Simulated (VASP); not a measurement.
A run of VASP 6.6.1 is set up as follows.

INCAR

```
SYSTEM = Al2Cu
PREC = Accurate ; ENCUT = 520
EDIFF = 1E-7 ; ISMEAR = 0
SIGMA = 0.1 ; LREAL = .False.
LASPH = .True. ; NELM = 60
ALGO = Fast ; ISIF = 2
LWAVE = .False. ; LCHARG = .False.
LDIPOL = .True. ; IDIPOL = 3
DIPOL = 0.5 0.5 0.500 ; GGA = PE
IBRION = 2 ; NSW = 70
EDIFFG = -0.03
```

KPOINTS

```
regular mesh
0
Gamma
  9 9 1
  0 0 0
```

File POSCAR:

```
Al2Cu
1.0
    4.0889418899      0.0000000000      0.0000000000
    2.0442840433      3.5412354524      0.0000000000
    0.0000000000      0.0000000000     19.0079868921
Al Cu
4 2
Selective dynamics
Direct
    0.6667174561      0.6667174561      0.3682662472  F F F
    0.3334044385      0.3334044385      0.4560887491  F F F
    0.0000914209      0.0000914209      0.5439112509  T T T
    0.6667784033      0.6667784033      0.6317337528  T T T
    0.0000609473      0.0000609473      0.4121774981  F F F
    0.3334349121      0.3334349121      0.5878225019  T T T
```

Potentials or basis: VASP PAW PBE potentials, release 64 (Al, Cu).

Command:

```console
$ cat potpaw_PBE.64/Al/POTCAR potpaw_PBE.64/Cu/POTCAR > POTCAR
$ mpirun -np 1 vasp_std > vasp.out
```

Question: What does it give for the band gap on the k mesh?

Answer: Zero (bands 17 and 18 overlap by 2.38 eV).

Question: What does it give for the energy gained by relaxing?

Answer: 5.0 meV/atom.

The path:
```csv
step,energy change (eV),largest force on free atoms (eV/Å),pressure (GPa)
1,0.0000,0.3594,-0.63
2,-0.0103,0.2796,-0.60
3,-0.0243,0.1078,-0.53
4,-0.0244,0.0968,-0.52
5,-0.0259,0.0828,-0.50
6,-0.0283,0.0543,-0.38
7,-0.0285,0.0788,-0.34
8,-0.0293,0.0544,-0.31
9,-0.0298,0.0237,-0.18
```
